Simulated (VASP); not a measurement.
# Tc (Im-3m) in VASP: further runs

Tc is run at these levels: PBEsol; tasks: single point, relaxation of volume and atoms at fixed shape.

All numbers are computed with VASP 6.6.1; they aren't measurements. Logs are shortened: lines on timing, memory, paths and dates and some standing lists are left out, and cuts for length are marked.

**1. The cell of the first run**

It takes space group Im-3m (No. 229, cubic). Conventional cell: a = 3.049 Å, b = 3.049 Å, c = 3.049 Å, α = 90.00°, β = 90.00°, γ = 90.00°. Tc (site symmetry m-3m) has 14 Tc at 2.64 to 3.05 Å within 3.5 Å.

**2. Single point, PBEsol**

Input file INCAR:

```
SYSTEM = Tc
ALGO = Normal
EDIFF = 1E-7
ENCUT = 520
GGA = PS
ISIF = 2
ISMEAR = 0
LASPH = .True.
LCHARG = .False.
LREAL = .False.
LWAVE = .False.
NBANDS = 20
NELM = 100
PREC = Accurate
SIGMA = 0.1
```

Input file KPOINTS:

```
k-points
0
Gamma
  7 7 7
  0 0 0
```

Input file POSCAR:

```
Tc
1.0
    3.0486830842      0.0000000000      0.0000000000
    0.0000000000      3.0486830842      0.0000000000
    0.0000000000      0.0000000000      3.0486830842
Tc
2
Direct
    0.0000000000      0.0000000000      0.0000000000
    0.5000000000      0.5000000000      0.5000000000
```

Potentials or basis: VASP PAW PBE potentials, release 64 (Tc_pv).

On the command line:

```sh
> cat potpaw_PBE.64/Tc_pv/POTCAR > POTCAR
> mpirun -np 1 vasp_std > vasp.out
```

OUTCAR:

```text
SYSTEM = Tc
   EDIFF = 1E-7
   ENCUT = 520
   GGA = PS
   ISIF = 2
   ISMEAR = 0
   LASPH = .True.
   LREAL = .False.
   NELM = 100
   PREC = Accurate

 ion  position               nearest neighbor table
   1  0.000  0.000  0.000-   2 2.64   2 2.64   2 2.64   2 2.64   2 2.64   2 2.64   2 2.64   2 2.64

   2  0.500  0.500  0.500-   1 2.64   1 2.64   1 2.64   1 2.64   1 2.64   1 2.64   1 2.64   1 2.64

  LATTYP: Found a simple cubic cell.
 ALAT       =     3.0486830842

  Lattice vectors:

 A1 = (   3.0486830842,   0.0000000000,   0.0000000000)
 A2 = (   0.0000000000,   3.0486830842,   0.0000000000)
 A3 = (   0.0000000000,   0.0000000000,   3.0486830842)

Analysis of symmetry for initial positions (statically):
=====================================================================
 Subroutine PRICEL returns following result:

  LATTYP: Found a body centered cubic cell.
 ALAT       =     3.0486830842

  Lattice vectors:

 A1 = (   1.5243415421,   1.5243415421,  -1.5243415421)
 A2 = (  -1.5243415421,   1.5243415421,   1.5243415421)
 A3 = (   1.5243415421,  -1.5243415421,   1.5243415421)

   2 primitive cells build up your supercell.

 Routine SETGRP: Setting up the symmetry group for a
 simple cubic supercell.

 Subroutine GETGRP returns: Found 48 space group operations
 (whereof 48 operations were pure point group operations)
 out of a pool of 48 trial point group operations.

The static configuration has the point symmetry O_h .

Analysis of symmetry for dynamics (positions and initial velocities):
=====================================================================
 Subroutine PRICEL returns following result:

  LATTYP: Found a body centered cubic cell.
 ALAT       =     3.0486830842

  Lattice vectors:

 A1 = (   1.5243415421,   1.5243415421,  -1.5243415421)
 A2 = (  -1.5243415421,   1.5243415421,   1.5243415421)
 A3 = (   1.5243415421,  -1.5243415421,   1.5243415421)

   2 primitive cells build up your supercell.

 Routine SETGRP: Setting up the symmetry group for a
 simple cubic supercell.

 Subroutine GETGRP returns: Found 48 space group operations
 (whereof 48 operations were pure point group operations)
 out of a pool of 48 trial point group operations.
[... 84 lines left out ...]
 SYSTEM =  Tc
   PREC   = accura    normal or accurate (medium, high low for compatibility)
   ISTART =      0    job   : 0-new  1-cont  2-samecut
   ICHARG =      2    charge: 1-file 2-atom 10-const
   ISPIN  =      1    spin polarized calculation?
   LNONCOLLINEAR =      F non collinear calculations
   LSORBIT =      F    spin-orbit coupling
   LASPH  =      T    aspherical Exc in radial PAW
   ENCUT  =  520.0 eV  38.22 Ry    6.18 a.u.   5.67  5.67  5.67*2*pi/ulx,y,z
   NELM   =    100;   NELMIN=  2; NELMDL= -5     # of ELM steps
   EDIFF  = 0.1E-06   stopping-criterion for ELM
   LREAL  =      F    real-space projection
   EDIFFG = 0.1E-05   stopping-criterion for IOM
   NSW    =      0    number of steps for IOM
   IBRION =     -1    ionic relax: 0-MD 1-quasi-New 2-CG
   NFREE  =      0    steps in history (QN), initial steepest desc. (CG)
   ISIF   =      2    stress and relaxation
   ISYM   =      2    0-nonsym 1-usesym 2-fastsym
   POTIM  = 0.5000    time-step for ionic-motion
   TEBEG  =    0.0;   TEEND  =   0.0 temperature during run
   PSTRESS=    0.0 pullay stress
   NELECT =      26.0000    total number of electrons
   NUPDOWN=      -1.0000    fix difference up-down
   EMIN   =  10.00;   EMAX   =-10.00  energy-range for DOS
   EFERMI =   0.00;   METHOD = LEGACY
   ISMEAR =     0;   SIGMA  =   0.10  broadening in eV -4-tet -1-fermi 0-gaus
   EFERMI_NEDOS =   21; number of points for ismear=-14 and -15
   IALGO  =     38    algorithm
   IMIX   =      4    mixing-type and parameters
     AMIX     =   0.40;   BMIX     =  1.00
     AMIX_MAG =   1.60;   BMIX_MAG =  1.00
  volume/ion in A,a.u.               =      14.17        95.61
  Fermi-wavevector in a.u.,A,eV,Ry     =   1.590817  3.006209 34.432264  2.530700
  Thomas-Fermi vector in A             =   2.689454
   LORBIT       =      0    0 simple, 1 ext, 2 COOP (PROOUT), +10 PAW based schemes
   GGA     = PS    functional components
   LHFCALC =     F    Hartree Fock is set to
   AEXX    =    0.0000 exact exchange contribution
   IVDW    =     0    specifies the selected vdW correction
   LEPSILON=     F    determine dielectric tensor
   LRPA    =     F    only Hartree local field effects (RPA)
 non-spin polarized calculation
 Gauss-broadening in eV      SIGMA  =   0.10
  energy-cutoff  :      520.00
  volume of cell :       28.34
 maximum number of plane-waves:       776
 NGX is ok and might be reduce to    24
   NGX = 11   NGY = 11   NGZ = 11

 number of electron      26.0000010 magnetization

 Free energy of the ion-electron system (eV)
  ---------------------------------------------------
  ext. energy  EPLUGINS =         0.00000000
  ---------------------------------------------------
  free energy    TOTEN  =       -21.99390200 eV

  energy without entropy =      -21.97371483  energy(sigma->0) =      -21.98380841

 E-fermi :  13.4318     XC(G=0): -14.0076

 val. band max:       13.4144941262   @ k =   0.1429   0.1429   0.0000
 cond. band min:      13.4433579755   @ k =   0.2857   0.2857   0.1429
 fundamental gap:      0.0288638493
 Fermi energy:        13.4318227315

 k-point     1 :       0.0000    0.0000    0.0000
  band No.  band energies     occupation
      1     -26.3456      2.00000
      2     -26.3456      2.00000
      3     -26.3456      2.00000
      4     -25.4204      2.00000
      5     -25.4204      2.00000
      6     -25.4204      2.00000
[... 449 lines left out ...]
     19      23.7675      0.00000
     20      23.7675      0.00000

------------------------ aborting loop because EDIFF is reached ----------------------------------------

  FORCE on cell =-STRESS in cart. coord.  units (eV):
  Direction    XX          YY          ZZ          XY          YZ          ZX
  --------------------------------------------------------------------------------------
  -------------------------------------------------------------------------------------
  Total       -0.1267107     -0.1267107     -0.1267107      0.0000000      0.0000000      0.0000000
  in kB       -7.1645216     -7.1645216     -7.1645216      0.0000000      0.0000000      0.0000000
  external PRESSURE =      -7.1645216 kB  Pullay stress =       0.0000000 kB

 VOLUME and BASIS-vectors are now :
 -----------------------------------------------------------------------------
  energy-cutoff  :      520.00
  volume of cell :       28.34
      direct lattice vectors                 reciprocal lattice vectors
     3.048683084  0.000000000  0.000000000     0.328010479  0.000000000  0.000000000
     0.000000000  3.048683084  0.000000000     0.000000000  0.328010479  0.000000000
     0.000000000  0.000000000  3.048683084     0.000000000  0.000000000  0.328010479

 POSITION                                       TOTAL-FORCE (eV/Angst)
 -----------------------------------------------------------------------------------
      0.00000      0.00000      0.00000        -0.000000     -0.000000     -0.000000
      1.52434      1.52434      1.52434         0.000000      0.000000      0.000000
 -----------------------------------------------------------------------------------
    total drift:                                0.000000      0.000000     -0.000000

  FREE ENERGIE OF THE ION-ELECTRON SYSTEM (eV)
  ---------------------------------------------------
  free  energy   TOTEN  =       -21.9939019956 eV

  energy  without entropy=      -21.9737148299  energy(sigma->0) =      -21.98380841
```

Wall time 7.3 s (1 thread of Intel Xeon 6975P-C, shared host); peak memory 0.14 GiB.

Results:

- Free energy: -21.9939 eV
- Pressure: -0.7 GPa
- Band gap on the k mesh: zero (band 13 reaches 14.52 eV, above the bottom of band 14 at 12.19 eV)

Caveat: the PAW data sets were made with another functional, which shifts forces and pressure a little.

**3. Relaxation of volume and atoms at fixed shape, PBEsol**

This run uses another cell than the first one, of 14.33 Å³/atom, 1.011 times its volume.

Input file INCAR:

```
SYSTEM = Tc
ALGO = Normal
EDIFF = 1E-6
EDIFFG = -0.03
ENCUT = 600
GGA = PS
IBRION = 2
ISIF = 8
ISMEAR = 0
LASPH = .TRUE.
LCHARG = .FALSE.
LREAL = .FALSE.
LWAVE = .FALSE.
NELM = 80
NSW = 80
PREC = Accurate
SIGMA = 0.1
```

Input file KPOINTS:

```
k-points
0
G
  7 7 7
  0 0 0
```

Input file POSCAR:

```
Tc
1.0
    3.0600000000      0.0000000000      0.0000000000
    0.0000000000      3.0600000000      0.0000000000
    0.0000000000      0.0000000000      3.0600000000
Tc
2
Direct
    0.0000000000      0.0000000000      0.0000000000
    0.5000000000      0.5000000000      0.5000000000
```

Potentials or basis: VASP PAW PBE potentials, release 64 (Tc_pv).

On the command line:

```sh
> cat potpaw_PBE.64/Tc_pv/POTCAR > POTCAR
> mpirun -np 1 vasp_std > vasp.out
```

It took 16 s on 1 thread of Intel Xeon 6975P-C, shared host; peak memory 0.14 GiB.

It converged, with:

| Item | Value |
| --- | --- |
| Free energy | -21.9949 eV |
| Relaxed volume | 14.14 Å³/atom |
| Relaxed cell | a = 3.047 Å, b = 3.047 Å, c = 3.047 Å, α = 90.00°, β = 90.00°, γ = 90.00° |
| Space group after relaxing (to 0.05 Å) | Im-3m (No. 229) |
| Energy gained by relaxing | 2.4 meV/atom |
| Ionic steps | 3 |
| Pressure after relaxing | -0.1 GPa |
| Band gap on the k mesh | zero (band 13 reaches 14.56 eV, above the bottom of band 14 at 12.22 eV) |

Step by step:
```
step  energy change (eV)  largest force (eV/Å)  pressure (GPa)  volume (Å³)
   1              0.0000                0.0000           -4.01        28.65
   2              0.0406                0.0000           13.87        27.19
   3             -0.0047                0.0000           -0.06        28.29
```

Final structure:
```
Tc
1.0
     3.04698    0.00000    0.00000
     0.00000    3.04698    0.00000
     0.00000    0.00000    3.04698
Tc
2
Direct
  0.00000 0.00000 0.00000
  0.50000 0.50000 0.50000
```

Levels at points of the mesh, in eV from the Fermi level:
```tsv
k point	band 9	band 10	band 11	band 12	band 13	band 14	band 15	band 16	band 17
(0.00, 0.00, 0.00)	-6.54	-2.55	-2.55	-2.55	0.45	0.45	2.73	2.73	2.73
```

Caveat: the PAW data sets were made with another functional, which shifts forces and pressure a little.
